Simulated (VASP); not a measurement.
# Zr8C in VASP: relaxation of the atoms with PBE

Aim: the relaxation of the atoms of Zr8C with PBE.

All numbers are computed with VASP 6.6.1; they aren't measurements. Logs are shortened: lines on timing, memory, paths and dates and some standing lists are left out, and cuts for length are marked.

## 1. The cell of the first run

The cell holds a slab with vacuum, 9 atoms: a = 6.466 Å, b = 5.169 Å, c = 18.977 Å, α = 90.00°, β = 90.00°, γ = 90.00°.

## 2. Relaxation of the atoms, PBE

The input, INCAR:

```
ALGO = Normal
DIPOL = 0.5 0.5 0.316
EDIFF = 1E-7
EDIFFG = -0.025
ENCUT = 520
GGA = PE
GGA_COMPAT = False
IBRION = 2
IDIPOL = 3
ISIF = 2
ISMEAR = 0
KPAR = 4
LASPH = True
LCHARG = False
LDIPOL = True
LREAL = False
LWAVE = False
NELM = 120
NELMDL = -8
NELMIN = 4
NSW = 36
PREC = Accurate
SIGMA = 0.1
```

The input, KPOINTS:

```
k-points
0
Gamma
  4 5 1
```

The input, POSCAR:

```
Zr8C
1.0
    6.4655797184      0.0000000000      0.0000000000
    0.0000000000      5.1691196971      0.0000000000
    0.0000000000      0.0000000000     18.9770873264
Zr C
8 1
Selective dynamics
Direct
    0.0000000000      0.7500000000      0.2107805024  F F F
    0.5000000000      0.7500000000      0.2107805024  F F F
    0.2500000000      0.2500000000      0.2599569661  F F F
    0.7500000000      0.2500000000      0.2599569661  F F F
    0.2500000000      0.7500000000      0.3477072663  F F F
    0.7500000000      0.7500000000      0.3477072663  F F F
    0.0000000000      0.2500000000      0.3940060557  F F F
    0.5000000000      0.2500000000      0.3940060557  F F F
    0.0000000000      0.7500000000      0.4235153260  F F T
```

Potentials or basis: VASP PAW PBE potentials, release 64 (Zr_sv, C).

Command:

```
> cat potpaw_PBE.64/Zr_sv/POTCAR potpaw_PBE.64/C/POTCAR > POTCAR
> mpirun -np 4 vasp_std > vasp.out
```

OUTCAR:

```text
EDIFF = 1E-7
   EDIFFG = -0.025
   ENCUT = 520
   GGA = PE
   IBRION = 2
   ISIF = 2
   ISMEAR = 0
   LASPH = True
   LREAL = False
   NELM = 120
   NELMDL = -8
   NELMIN = 4
   NSW = 36
   PREC = Accurate

 ion  position               nearest neighbor table
   1  0.000  0.750  0.211-   5 3.06   6 3.06   3 3.19   4 3.19   3 3.19   4 3.19   2 3.23   2 3.23

   2  0.500  0.750  0.211-   5 3.06   6 3.06   3 3.19   4 3.19   3 3.19   4 3.19   1 3.23   1 3.23

   3  0.250  0.250  0.260-   7 3.01   8 3.01   5 3.07   5 3.07   1 3.19   1 3.19   2 3.19   2 3.19
                             4 3.23   4 3.23
   4  0.750  0.250  0.260-   7 3.01   8 3.01   6 3.07   6 3.07   1 3.19   1 3.19   2 3.19   2 3.19
                             3 3.23   3 3.23
   5  0.250  0.750  0.348-   9 2.16   2 3.06   1 3.06   3 3.07   3 3.07   7 3.17   8 3.17   7 3.17
                             8 3.17   6 3.23   6 3.23
   6  0.750  0.750  0.348-   9 2.16   2 3.06   1 3.06   4 3.07   4 3.07   7 3.17   8 3.17   7 3.17
                             8 3.17   5 3.23   5 3.23
   7  0.000  0.250  0.394-   9 2.64   9 2.64   3 3.01   4 3.01   5 3.17   5 3.17   6 3.17   6 3.17
                             8 3.23   8 3.23
   8  0.500  0.250  0.394-   3 3.01   4 3.01   5 3.17   6 3.17   5 3.17   6 3.17   7 3.23   7 3.23

   9  0.000  0.750  0.424-   5 2.16   6 2.16   7 2.64   7 2.64

  LATTYP: Found a simple orthorhombic cell.
 ALAT       =     5.1691196971
 B/A-ratio  =     1.2508086671
 C/A-ratio  =     3.6712416114

  Lattice vectors:

 A1 = (   0.0000000000,  -5.1691196971,   0.0000000000)
 A2 = (   6.4655797184,   0.0000000000,   0.0000000000)
 A3 = (   0.0000000000,   0.0000000000,  18.9770873264)

Analysis of symmetry for initial positions (statically):
=====================================================================
 Subroutine PRICEL returns:
 Original cell was already a primitive cell.

 Routine SETGRP: Setting up the symmetry group for a
 simple orthorhombic supercell.

 Subroutine GETGRP returns: Found  4 space group operations
 (whereof  2 operations were pure point group operations)
 out of a pool of  8 trial point group operations.

The static configuration has the point symmetry C_1h.
 The point group associated with its full space group is C_2v.

Analysis of symmetry for dynamics (positions and initial velocities):
=====================================================================
 Subroutine PRICEL returns:
 Original cell was already a primitive cell.

 Routine SETGRP: Setting up the symmetry group for a
 simple orthorhombic supercell.

 Subroutine GETGRP returns: Found  4 space group operations
[... 138 lines left out ...]
  volume/ion in A,a.u.               =      70.47       475.56
  Fermi-wavevector in a.u.,A,eV,Ry     =   0.884417  1.671305 10.642382  0.782193
  Thomas-Fermi vector in A             =   2.005314
   LORBIT       =      0    0 simple, 1 ext, 2 COOP (PROOUT), +10 PAW based schemes
   GGA     = PE    functional components
   LHFCALC =     F    Hartree Fock is set to
   AEXX    =    0.0000 exact exchange contribution
   IVDW    =     0    specifies the selected vdW correction
   LEPSILON=     F    determine dielectric tensor
   LRPA    =     F    only Hartree local field effects (RPA)
 conjugate gradient relaxation of ions
 non-spin polarized calculation
 Gauss-broadening in eV      SIGMA  =   0.10
  energy-cutoff  :      520.00
  volume of cell :      634.24
 maximum number of plane-waves:     17106
   NGX = 25   NGY = 19   NGZ = 71

 dipolmoment           0.000000      0.000000     -0.922005 electrons x Angstroem

--------------------------------------- Ionic step        1  -------------------------------------------

 number of electron      99.9999999 magnetization

 number of electron     100.0000000 magnetization

 Free energy of the ion-electron system (eV)
  ---------------------------------------------------
  ext. energy  EPLUGINS =         0.00000000
  ---------------------------------------------------
  free energy    TOTEN  =       -70.28088642 eV

  energy without entropy =      -70.21853634  energy(sigma->0) =      -70.24971138

------------------------ aborting loop because EDIFF is reached ----------------------------------------

 vacuum level on the upper side and lower side of the slab       (xc-potential included)         0.033        -0.281

  FORCE on cell =-STRESS in cart. coord.  units (eV):
  Direction    XX          YY          ZZ          XY          YZ          ZX
  --------------------------------------------------------------------------------------
  -------------------------------------------------------------------------------------
  Total       -3.4389989     -4.6531915      1.0189346      0.0000000      0.0000000      0.0000000
  in kB       -8.6873836    -11.7546011      2.5739689      0.0000000      0.0000000      0.0000000
  external PRESSURE =      -5.9560053 kB  Pullay stress =       0.0000000 kB
[... 73 lines left out ...]
--------------------------------------- Ionic step        3  -------------------------------------------

 number of electron     100.0000000 magnetization

 dipolmoment           0.000000      0.000000      0.033399 electrons x Angstroem

 Free energy of the ion-electron system (eV)
  ---------------------------------------------------
  ext. energy  EPLUGINS =         0.00000000
  ---------------------------------------------------
  free energy    TOTEN  =       -70.36924119 eV

  energy without entropy =      -70.30570878  energy(sigma->0) =      -70.33747498

 E-fermi :   0.1906     XC(G=0):  -4.3447

 val. band max:        0.1663948980   @ k =   0.2500   0.0000   0.0000
 cond. band min:       0.1937076287   @ k =   0.5000   0.0000   0.0000
 fundamental gap:      0.0273127307
 Fermi energy:         0.1905500468

 k-point     1 :       0.0000    0.0000    0.0000
  band No.  band energies     occupation
      1     -48.9518      2.00000
      2     -48.9198      2.00000
      3     -48.9025      2.00000
      4     -48.8681      2.00000
      5     -48.4146      2.00000
      6     -48.3825      2.00000
[... 556 lines left out ...]
     59       0.9388      0.00000
     60       1.0174      0.00000

------------------------ aborting loop because EDIFF is reached ----------------------------------------

 vacuum level on the upper side and lower side of the slab       (xc-potential included)        -0.034        -0.238

  FORCE on cell =-STRESS in cart. coord.  units (eV):
  Direction    XX          YY          ZZ          XY          YZ          ZX
  --------------------------------------------------------------------------------------
  -------------------------------------------------------------------------------------
  Total       -1.4386334     -4.1592258      3.1269783      0.0000000      0.0000000      0.0000000
  in kB       -3.6341856    -10.5067758      7.8991768      0.0000000      0.0000000      0.0000000
  external PRESSURE =      -2.0805949 kB  Pullay stress =       0.0000000 kB
[... 24 lines left out ...]
  FREE ENERGIE OF THE ION-ELECTRON SYSTEM (eV)
  ---------------------------------------------------
  free  energy   TOTEN  =       -70.3692411855 eV

  energy  without entropy=      -70.3057087764  energy(sigma->0) =      -70.33747498

 reached required accuracy - stopping structural energy minimisation

 vacuum level on the upper side and lower side of the slab         3.907         3.692
```

Run time: 13 min. Hardware: 4 MPI ranks of Intel Xeon Platinum 8259CL at 2.50GHz (Skylake/Cascade Lake), shared host; peak memory 0.77 GiB.

What came out:

| Item | Value |
| --- | --- |
| Free energy | -70.3692 eV |
| Energy gained by relaxing | 9.8 meV/atom |
| Ionic steps | 3 |
| Band gap on the k mesh | zero (bands 50 and 51 overlap by 0.51 eV) |

Step by step:
```csv
step,energy change (eV),largest force on free atoms (eV/Å),pressure (GPa)
1,0.0000,1.3759,-0.60
2,-0.0685,0.6753,-0.40
3,-0.0884,0.0037,-0.21
```

Final structure:
```
Zr C
1.0
     6.46558    0.00000    0.00000
     0.00000    5.16912    0.00000
     0.00000    0.00000   18.97709
Zr C
8 1
Cartesian
  0.0000 3.8768 4.0000
  3.2328 3.8768 4.0000
  1.6164 1.2923 4.9332
  4.8492 1.2923 4.9332
  1.6164 3.8768 6.5985
  4.8492 3.8768 6.5985
  0.0000 1.2923 7.4771
  3.2328 1.2923 7.4771
  0.0000 3.8768 7.9132
```

The gap in the log of VASP goes by the Fermi energy; the results here count the filled bands.